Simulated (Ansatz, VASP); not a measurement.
**AlN in VASP and in Ansatz**

Contents of POSCAR:

```
AlN
1.0
   -3.1110021516      0.0000000000      0.0000000000
   -1.5555010758     -2.6942068945      0.0000000000
    0.0000000000      0.0000000000     11.9560000000
Al N
4 4
Direct
    0.3333333333      0.3333333333      0.7525706758
    0.3333333333      0.3333333333      0.3362106892
    0.6666666667      0.6666666667      0.1280306959
    0.6666666667      0.6666666667      0.5443906825
    0.3333333333      0.3333333333      0.0801492974
    0.3333333333      0.3333333333      0.4965092840
    0.6666666667      0.6666666667      0.2883292907
    0.6666666667      0.6666666667      0.7046892774
```

Contents of INCAR.step1:

```
ALGO = Normal ; EDIFF = 1E-4
ENCUT = 520 ; GGA = PE
ISMEAR = 0 ; LASPH = T
LCHARG = F ; LREAL = F
LWAVE = T ; NBANDS = 26
NELM = 60 ; PREC = Accurate
SIGMA = 0.05
```

INCAR.step2

```
ALGO = Normal ; EDIFF = 1E-6
ENCUT = 520 ; ISIF = 2
ISMEAR = 0 ; ISTART = 1
LASPH = T ; LCHARG = F
LMIXTAU = T ; LREAL = F
LWAVE = F ; METAGGA = R2SCAN
NBANDS = 26 ; NELM = 60
PREC = Accurate ; SIGMA = 0.05
```

File KPOINTS:

```
k-points
0
Gamma
  8 8 3
```

Input for Ansatz:

```yaml
crystal:
  lattice:
    - [-3.1110021516, 0.0, 0.0]
    - [-1.5555010758, -2.6942068945, 0.0]
    - [0.0, 0.0, 11.956]
  atoms:
    - { symbol: Al, position: [0.3333333333, 0.3333333333, 0.7525706758] }
    - { symbol: Al, position: [0.3333333333, 0.3333333333, 0.3362106892] }
    - { symbol: Al, position: [0.6666666667, 0.6666666667, 0.1280306959] }
    - { symbol: Al, position: [0.6666666667, 0.6666666667, 0.5443906825] }
    - { symbol: "N", position: [0.3333333333, 0.3333333333, 0.0801492974] }
    - { symbol: "N", position: [0.3333333333, 0.3333333333, 0.496509284] }
    - { symbol: "N", position: [0.6666666667, 0.6666666667, 0.2883292907] }
    - { symbol: "N", position: [0.6666666667, 0.6666666667, 0.7046892774] }
basis:
  ecutwfc: 500
kpoints:
  mp_grid: { grid: [8, 8, 3] }
hamiltonian:
  xc: r2scan
scf:
  occupations: { method: gaussian, width: 0.05 }
output:
  forces: true
  stress: true
  eigenvalues: true
```

Alike in both runs: task single point; functional r2SCAN; k mesh 8 × 8 × 3; occupations gaussian, width 0.05 eV; no spin polarisation.

```csv
,VASP,Ansatz
version,VASP 6.6.1,Ansatz 0.2.0
potentials or method,"VASP PAW PBE potentials, release 64 (Al, N), cutoff 520 eV","scalar-relativistic, plane waves, PAW"
valence electrons in the cell,32,32
```

|  | VASP | Ansatz | Ansatz less VASP |
| --- | --- | --- | --- |
| gap on the k mesh at the Fermi level (eV) | none | none | - |
| pressure (GPa) | -3.3 | -3.0 | +0.31 |
| traceless stress, the component that is largest in VASP (GPa) | -3.90 | -3.79 | +0.116 |
| rms of the force components (eV/Å) | 0.822 | 0.828 | +0.0061 |

VASP's potentials were made for PBE, not for r2SCAN. Atom by atom the forces differ by 0.010 eV/Å (rms over components). A gap of «none» marks a metal or a gap that the smearing closes.
